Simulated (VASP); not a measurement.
# SnSe in VASP: notebook, part 2 of 2

VASP 6.6.1. The steps go on from the part before.

## 4. Electric field gradients, LDA (equal xx and yy strain of +2 %)

Contents of INCAR:

```
ALGO = Normal
EDIFF = 1E-8
ENCUT = 520
ISIF = 2
ISMEAR = -1
LASPH = True
LCHARG = False
LEFG = True
LREAL = False
LWAVE = False
NBANDS = 17
NELM = 80
PREC = Accurate
SIGMA = 0.02
```

Contents of KPOINTS:

```
k-points
0
Gamma
  9 9 9
```

Contents of POSCAR:

```
SnSe
1.0
    0.0000000000      3.0702000000      3.0100000000
    3.0702000000      0.0000000000      3.0100000000
    3.0702000000      3.0702000000      0.0000000000
Sn Se
1 1
Direct
    0.0000000000      0.0000000000      0.0000000000
    0.5000000000      0.5000000000      0.5000000000
```

Potentials or basis: VASP PAW LDA potentials, release 64 (Sn_d, Se).

Started as:

```bash
$ cat potpaw_LDA.64/Sn_d/POTCAR potpaw_LDA.64/Se/POTCAR > POTCAR
$ mpirun -np 1 vasp_std > vasp.out
```

OUTCAR:

```text
EDIFF = 1E-8
   ENCUT = 520
   ISIF = 2
   ISMEAR = -1
   LASPH = True
   LREAL = False
   NELM = 80
   PREC = Accurate

 ion  position               nearest neighbor table
   1  0.000  0.000  0.000-   2 3.01   2 3.01   2 3.07   2 3.07   2 3.07   2 3.07
   2  0.500  0.500  0.500-   1 3.01   1 3.01   1 3.07   1 3.07   1 3.07   1 3.07

  LATTYP: Found a body centered tetragonal cell.
 ALAT       =     4.3419184792
 C/A-ratio  =     1.3864838847

  Lattice vectors:

 A1 = (   0.0000000000,  -3.0702000000,  -3.0100000000)
 A2 = (   0.0000000000,   3.0702000000,  -3.0100000000)
 A3 = (   3.0702000000,   0.0000000000,   3.0100000000)

Analysis of symmetry for initial positions (statically):
=====================================================================
 Subroutine PRICEL returns:
 Original cell was already a primitive cell.

 Routine SETGRP: Setting up the symmetry group for a
 body centered tetragonal supercell.

 Subroutine GETGRP returns: Found 16 space group operations
 (whereof 16 operations were pure point group operations)
 out of a pool of 16 trial point group operations.

The static configuration has the point symmetry D_4h.

Analysis of symmetry for dynamics (positions and initial velocities):
=====================================================================
 Subroutine PRICEL returns:
 Original cell was already a primitive cell.

 Routine SETGRP: Setting up the symmetry group for a
 body centered tetragonal supercell.

 Subroutine GETGRP returns: Found 16 space group operations
 (whereof 16 operations were pure point group operations)
 out of a pool of 16 trial point group operations.

The dynamic configuration has the point symmetry D_4h.

[... 156 lines left out ...]
      3     -16.5137      2.00000
      4     -16.5137      2.00000
      5     -16.5118      2.00000
      6      -8.6193      2.00000
[... 457 lines left out ...]
      4     -16.4984      2.00000
      5     -16.4984      2.00000
      6      -7.5206      2.00000
[... 9 lines left out ...]
     16      16.1802      0.00000
     17      17.2209      0.00000

 [... further k-points ...]

------------------------ aborting loop because EDIFF is reached ----------------------------------------

  FORCE on cell =-STRESS in cart. coord.  units (eV):
  Direction    XX          YY          ZZ          XY          YZ          ZX
  --------------------------------------------------------------------------------------
  -------------------------------------------------------------------------------------
  Total       -1.9200589     -1.9200589     -1.2510028      0.0000000      0.0000000     -0.0000000
  in kB      -54.2119852    -54.2119852    -35.3214906      0.0000000      0.0000000     -0.0000000
  external PRESSURE =     -47.9151536 kB  Pullay stress =       0.0000000 kB

 VOLUME and BASIS-vectors are now :
 -----------------------------------------------------------------------------
  energy-cutoff  :      520.00
  volume of cell :       56.75
      direct lattice vectors                 reciprocal lattice vectors
     0.000000000  3.070200000  3.010000000    -0.162855840  0.162855840  0.166112957
     3.070200000  0.000000000  3.010000000     0.162855840 -0.162855840  0.166112957
     3.070200000  3.070200000  0.000000000     0.162855840  0.162855840 -0.166112957

 POSITION                                       TOTAL-FORCE (eV/Angst)
 -----------------------------------------------------------------------------------
      0.00000      0.00000      0.00000        -0.000000      0.000000     -0.000000
      3.07020      3.07020      3.01000         0.000000     -0.000000      0.000000
 -----------------------------------------------------------------------------------
    total drift:                                0.000000     -0.000000     -0.000000

  FREE ENERGIE OF THE ION-ELECTRON SYSTEM (eV)
  ---------------------------------------------------
  free  energy   TOTEN  =        -9.4099818088 eV

  energy  without entropy=       -9.4099817986  energy(sigma->0) =       -9.40998180

 Electric field gradients (V/A^2)
---------------------------------------------------------------------
 ion       V_xx      V_yy      V_zz      V_xy      V_xz      V_yz
---------------------------------------------------------------------
   1      13.991    13.991   -27.981    -0.000     0.000     0.000
   2       1.371     1.371    -2.742    -0.000    -0.000    -0.000
---------------------------------------------------------------------

 Electric field gradients after diagonalization (V/A^2)
 (convention: |V_zz| > |V_xx| > |V_yy|)
----------------------------------------------------------------------
 ion       V_xx      V_yy      V_zz     asymmetry (V_yy - V_xx)/ V_zz
----------------------------------------------------------------------
   1      13.991    13.990   -27.981       0.000
   2       1.371     1.371    -2.742       0.000
----------------------------------------------------------------------

           NMR quadrupolar parameters

 Cq : quadrupolar parameter    Cq=e*Q*V_zz/h
 eta: asymmetry parameters     (V_yy - V_xx)/ V_zz
 Q  : nuclear electric quadrupole moment in mb (millibarn)
----------------------------------------------------------------------
 ion       Cq(MHz)       eta       Q (mb)
----------------------------------------------------------------------
   1      -0.068       0.000       1.000
   2      -0.007       0.000       1.000
----------------------------------------------------------------------
```

It took 33 s on 1 thread of Intel Xeon Platinum 8488C (Sapphire Rapids), shared host; peak memory 0.2 GiB.

Results:

| Quantity | Value |
| --- | --- |
| Free energy | -9.4100 eV |
| Pressure | -4.8 GPa |
| Band gap on the k mesh | 0.59 eV, indirect (least direct gap 0.62 eV) |

Stress tensor (GPa, compression positive):
```
-5.42  0.00  0.00
 0.00 -5.42  0.00
 0.00  0.00 -3.53
```

Levels at points of the mesh, in eV from the valence-band top:
```
           k point  band 6  band 7  band 8  band 9  band 10  band 11  band 12  band 13  band 14  band 15
(0.00, 0.00, 0.00)  -13.47   -5.17   -2.05   -1.85    -1.85     4.06     4.06     4.51     5.99     5.99
```

Electric field gradients, principal values (V/Å²):
| atom | least | middle | greatest (by size) |
| --- | --- | --- | --- |
| 1 Sn | 13.990 | 13.991 | -27.981 |
| 2 Se | 1.371 | 1.371 | -2.742 |

Caveat: the cell differs from its parent crystal (equal xx and yy strain of +2 %); without QUAD_EFG the Cq values of the log hold for a quadrupole moment of 1 mb, not for the nuclei; spin-orbit coupling is left out, which moves the levels of the heavy elements. A k mesh can miss the band edges.
